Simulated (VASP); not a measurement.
Here is a VASP 6.6.1 calculation.

File INCAR:

```
  PREC = Accurate
  ENCUT = 600
  EDIFF = 1E-6
  ISMEAR = 0
  SIGMA = 0.02
  LREAL = F
  LASPH = T
  NELM = 120
  ALGO = Normal
  ISIF = 2
  LWAVE = F
  LCHARG = F
  GGA = PE
  NBANDS = 28
  GGA_COMPAT = F
```

File KPOINTS:

```
Automatic mesh
0
Gamma
  8 8 6
```

Contents of POSCAR:

```
PbO
1.0
    3.9029402880      0.0000000000      0.0000000000
    0.0000000000      3.9493215360      0.0397440000
    0.0000000000      0.0502200000      4.9414973400
Pb O
2 2
Direct
    0.0000000000      0.4547836367      0.2640088979
    0.5000000000      0.0254551992      0.7672981114
    0.0000000000     -0.0084816037     -0.0173885769
    0.5000000000      0.5282427678     -0.0139184323
```

Potentials or basis: VASP PAW PBE potentials, release 64 (Pb_d, O).

The run is started by

```sh
$ cat potpaw_PBE.64/Pb_d/POTCAR potpaw_PBE.64/O/POTCAR > POTCAR
$ mpirun -np 1 vasp_std > vasp.out
```

Task: What does it give for the band gap on the k mesh?

Result: 0.84 eV (least direct gap 1.74 eV).

Task: Predict the pressure.

Result: 6.2 GPa.

Task: What does it give for the largest force?

Result: 1.463 eV/Å.

Stress tensor (GPa, compression positive):
```
8.51 0.00 0.00
0.00 6.75 0.42
0.00 0.42 3.32
```

Caveat: the cell differs from its parent crystal (strained and its atoms moved); the stress differs along the axes, from 3 to 9 GPa; spin-orbit coupling is left out, which moves the levels of the heavy elements; forces of over 1 eV/Å act on the atoms, so gaps and moduli don't describe the material at rest. A k mesh can miss the band edges.
